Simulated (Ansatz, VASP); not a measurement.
**Two plane-wave programs on Ni**

```
CELL_PARAMETERS angstrom
0.00000 1.67554 1.67554
1.67554 0.00000 1.67554
1.67554 1.67554 0.00000
ATOMIC_POSITIONS crystal
Ni 0.00000 0.00000 0.00000
```

Change from the starting cell: volume scaled by 0.86, PAW files.

Alike in both runs: task single point; functional LDA; k mesh 16 × 16 × 16; occupations fermi-dirac, width 0.1 eV; collinear spin.

|  | VASP | Ansatz |
| --- | --- | --- |
| version | VASP 6.6.1 | Ansatz 0.2.0 |
| potentials or method | VASP PAW LDA potentials, release 64 (Ni) | PAW with Ansatz's default frozen-core files, scalar-relativistic |
| plane-wave cutoff (eV) | 520 | 420 |
| valence electrons in the cell | 10 | 18 |

Ansatz gave:

- pressure (GPa): 19.4
- net moment per atom (μB): 0.55
- size of the moment on the site where the two differ most (μB): 0.58

Which values does VASP return?

Pressure (GPa): 19.0; net moment per atom (μB): 0.54; size of the moment on the site where the two differ most (μB): 0.53.

LDA's correlation is that of Perdew and Zunger in VASP and of Perdew and Wang (1992) in Ansatz. Site moments also hang on the region over which each program counts them. VASP's potentials hold 10 valence electrons a cell and Ansatz's 18, so a difference there can come from the potentials and not from the codes.
